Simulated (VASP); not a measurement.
# InSb in VASP: further runs, part 3 of 3

VASP 6.6.1.

## 6. Electric field gradients, PBEsol (equal xx and yy strain of -1 %)

Input file INCAR:

```
PREC = Accurate
ENCUT = 520
EDIFF = 1E-8
ISMEAR = -1
SIGMA = 0.05
LREAL = F
LASPH = T
NELM = 80
ALGO = Normal
ISIF = 2
LWAVE = F
LCHARG = F
GGA = PS
LEFG = T
NBANDS = 16
```

Input file KPOINTS:

```
regular mesh
0
Gamma
  9 9 9
```

Input file POSCAR:

```
InSb
1.0
    0.0000000000      3.2067090000      3.2391000000
    3.2067090000      0.0000000000      3.2391000000
    3.2067090000      3.2067090000      0.0000000000
In Sb
1 1
Direct
    0.0000000000      0.0000000000      0.0000000000
    0.7500000000      0.7500000000      0.7500000000
```

Potentials or basis: VASP PAW PBE potentials, release 64 (In_d, Sb).

Launch:

```
$ cat potpaw_PBE.64/In_d/POTCAR potpaw_PBE.64/Sb/POTCAR > POTCAR
$ mpirun -np 1 vasp_std > vasp.out
```

OUTCAR:

```text
PREC = Accurate
   ENCUT = 520
   EDIFF = 1E-8
   ISMEAR = -1
   LREAL = F
   LASPH = T
   NELM = 80
   ISIF = 2
   GGA = PS

 ion  position               nearest neighbor table
   1  0.000  0.000  0.000-   2 2.79   2 2.79   2 2.79   2 2.79
   2  0.750  0.750  0.750-   1 2.79   1 2.79   1 2.79   1 2.79

  LATTYP: Found a body centered tetragonal cell.
 ALAT       =     4.5349713584
 C/A-ratio  =     1.4284985479

  Lattice vectors:

 A1 = (  -3.2067090000,   0.0000000000,   3.2391000000)
 A2 = (   3.2067090000,   0.0000000000,   3.2391000000)
 A3 = (   0.0000000000,   3.2067090000,  -3.2391000000)

Analysis of symmetry for initial positions (statically):
=====================================================================
 Subroutine PRICEL returns:
 Original cell was already a primitive cell.

 Routine SETGRP: Setting up the symmetry group for a
 body centered tetragonal supercell.

 Subroutine GETGRP returns: Found  8 space group operations
 (whereof  8 operations were pure point group operations)
 out of a pool of 16 trial point group operations.

The static configuration has the point symmetry D_2d.

Analysis of symmetry for dynamics (positions and initial velocities):
=====================================================================
 Subroutine PRICEL returns:
 Original cell was already a primitive cell.

 Routine SETGRP: Setting up the symmetry group for a
 body centered tetragonal supercell.

 Subroutine GETGRP returns: Found  8 space group operations
 (whereof  8 operations were pure point group operations)
 out of a pool of 16 trial point group operations.

The dynamic configuration has the point symmetry D_2d.

 Subroutine INISYM returns: Found  8 space group operations
[... 151 lines left out ...]

 k-point     1 :       0.0000    0.0000    0.0000
  band No.  band energies     occupation
      1      -9.4076      2.00000
      2      -9.4057      2.00000
      3      -9.4057      2.00000
      4      -9.3142      2.00000
      5      -9.3133      2.00000
      6      -5.7004      2.00000
[... 433 lines left out ...]
      3      -9.3590      2.00000
      4      -9.3337      2.00000
      5      -9.3052      2.00000
      6      -3.7776      2.00000
[... 8 lines left out ...]
     15      15.3347      0.00000
     16      15.9838      0.00000

 [... further k-points ...]
[... 5 lines left out ...]
  --------------------------------------------------------------------------------------
  -------------------------------------------------------------------------------------
  Total        0.8108971      0.8108971      0.6963999      0.0000000     -0.0000000      0.0000000
  in kB       19.5030648     19.5030648     16.7492690      0.0000000     -0.0000000      0.0000000
  external PRESSURE =      18.5851329 kB  Pullay stress =       0.0000000 kB

 VOLUME and BASIS-vectors are now :
 -----------------------------------------------------------------------------
  energy-cutoff  :      520.00
  volume of cell :       66.62
      direct lattice vectors                 reciprocal lattice vectors
     0.000000000  3.206709000  3.239100000    -0.155923097  0.155923097  0.154363867
     3.206709000  0.000000000  3.239100000     0.155923097 -0.155923097  0.154363867
     3.206709000  3.206709000  0.000000000     0.155923097  0.155923097 -0.154363867

 POSITION                                       TOTAL-FORCE (eV/Angst)
 -----------------------------------------------------------------------------------
      0.00000      0.00000      0.00000        -0.000000     -0.000000      0.000000
      4.81006      4.81006      4.85865         0.000000      0.000000      0.000000
 -----------------------------------------------------------------------------------
    total drift:                                0.000000      0.000000      0.000000

  FREE ENERGIE OF THE ION-ELECTRON SYSTEM (eV)
  ---------------------------------------------------
  free  energy   TOTEN  =        -7.6827545663 eV

  energy  without entropy=       -7.6823425044  energy(sigma->0) =       -7.68254854

 Electric field gradients (V/A^2)
---------------------------------------------------------------------
 ion       V_xx      V_yy      V_zz      V_xy      V_xz      V_yz
---------------------------------------------------------------------
   1       1.381     1.381    -2.762     0.001     0.001     0.001
   2      -1.208    -1.208     2.416    -0.000    -0.000    -0.000
---------------------------------------------------------------------

 Electric field gradients after diagonalization (V/A^2)
 (convention: |V_zz| > |V_xx| > |V_yy|)
----------------------------------------------------------------------
 ion       V_xx      V_yy      V_zz     asymmetry (V_yy - V_xx)/ V_zz
----------------------------------------------------------------------
   1       1.381     1.380    -2.762       0.000
   2      -1.208    -1.208     2.416       0.000
----------------------------------------------------------------------

           NMR quadrupolar parameters

 Cq : quadrupolar parameter    Cq=e*Q*V_zz/h
 eta: asymmetry parameters     (V_yy - V_xx)/ V_zz
 Q  : nuclear electric quadrupole moment in mb (millibarn)
----------------------------------------------------------------------
 ion       Cq(MHz)       eta       Q (mb)
----------------------------------------------------------------------
   1      -0.007       0.000       1.000
   2       0.006       0.000       1.000
----------------------------------------------------------------------
```

OSZICAR:

```text
N       E                     dE             d eps       ncg     rms          rms(c)
DAV:   1     0.113302428265E+03    0.11330E+03   -0.79530E+03  2400   0.112E+03
DAV:   2    -0.642026310403E+00   -0.11394E+03   -0.10990E+03  2728   0.284E+02
DAV:   3    -0.762682344258E+01   -0.69848E+01   -0.69583E+01  3024   0.721E+01
DAV:   4    -0.782272841688E+01   -0.19590E+00   -0.19586E+00  3112   0.138E+01
DAV:   5    -0.783355954333E+01   -0.10831E-01   -0.10831E-01  3552   0.268E+00    0.421E+00
DAV:   6    -0.770812476777E+01    0.12543E+00   -0.17700E-01  3504   0.705E+00    0.238E+00
DAV:   7    -0.768317871129E+01    0.24946E-01   -0.71024E-02  3312   0.280E+00    0.623E-01
DAV:   8    -0.768235871286E+01    0.82000E-03   -0.79644E-03  3184   0.104E+00    0.277E-01
DAV:   9    -0.768276395274E+01   -0.40524E-03   -0.87654E-04  2888   0.254E-01    0.851E-02
DAV:  10    -0.768273540257E+01    0.28550E-04   -0.49850E-05  3152   0.480E-02    0.359E-02
DAV:  11    -0.768275411497E+01   -0.18712E-04   -0.33206E-05  2776   0.473E-02    0.223E-02
DAV:  12    -0.768275479330E+01   -0.67833E-06   -0.12700E-06  3160   0.811E-03    0.596E-03
DAV:  13    -0.768275460440E+01    0.18889E-06   -0.49452E-07  2920   0.538E-03    0.333E-03
DAV:  14    -0.768275456477E+01    0.39636E-07   -0.37686E-08  3328   0.116E-03    0.850E-04
DAV:  15    -0.768275456627E+01   -0.15002E-08   -0.52762E-09  2248   0.507E-04
   1 F= -.76827546E+01 E0= -.76825485E+01  d E =-.412062E-03
```

stdout:

```text
POSCAR found type information on POSCAR InSb
 POSCAR found :  2 types and       2 ions
 scaLAPACK will be used
 -----------------------------------------------------------------------------
|                                                                             |
|                                                                             |
|     You enforced a specific xc type in the INCAR file but a different       |
|     I HOPE YOU KNOW WHAT YOU ARE DOING!                                     |
|                                                                             |
 -----------------------------------------------------------------------------

 LDA part: xc-table for (Slater+PW92), standard interpolation
 POSCAR, INCAR and KPOINTS ok, starting setup
 FFT: planning ... GRIDC
 FFT: planning ... GRID_SOFT
 FFT: planning ... GRID
 WAVECAR not read
 entering main loop
ion   1

ion   2
```

It took 36 s on 1 thread of Intel Xeon 6975P-C (Granite Rapids), shared host; peak memory 0.25 GiB.

Results:

```yaml
Free_energy: -7.6828 eV
Pressure: 1.9 GPa
Band_gap_on_the_k_mesh: zero (filled and empty bands touch)
```

Electric field gradients, principal values (V/Å²):
| atom | least | middle | greatest (by size) |
| --- | --- | --- | --- |
| 1 In | 1.380 | 1.381 | -2.762 |
| 2 Sb | -1.208 | -1.208 | 2.416 |

Caveat: the cell differs from its parent crystal (equal xx and yy strain of -1 %); without QUAD_EFG the Cq values of the log hold for a quadrupole moment of 1 mb, not for the nuclei; the PAW data sets were made with another functional, which shifts forces and pressure a little; spin-orbit coupling is left out, which moves the levels of the heavy elements.

## 7. Summary

```csv
task,cell,k mesh for the DOS,occupations for the DOS,gap on the mesh (eV),pressure (GPa)
electric field gradients,"a = 4.604, b = 4.604, c = 4.581 Å, angles 60.2, 60.2, 59.7°, 2 atoms",-,-,none,0.4
density of states,"a = 4.581 Å, angles 60.0°, 2 atoms",14 × 14 × 14,tetrahedron,-,-
electric field gradients,"a = 4.535, b = 4.535, c = 4.489 Å, angles 60.3, 60.3, 59.3°, 2 atoms",-,-,none,2.9
electric field gradients,"a = 4.558, b = 4.558, c = 4.535 Å, angles 60.2, 60.2, 59.7°, 2 atoms",-,-,none,1.9
```

Alike in all rows: level PBEsol; potentials or basis VASP PAW PBE potentials, release 64 (In_d, Sb); no spin polarisation; k mesh 9 × 9 × 9; cutoff (eV) 520; smearing fermi-dirac 0.05 eV.

Caveats: the PAW data sets were made with another functional, which shifts forces and pressure a little; spin-orbit coupling is left out, which moves the levels of the heavy elements.

Absolute energies hang on the potentials; compare differences alone.
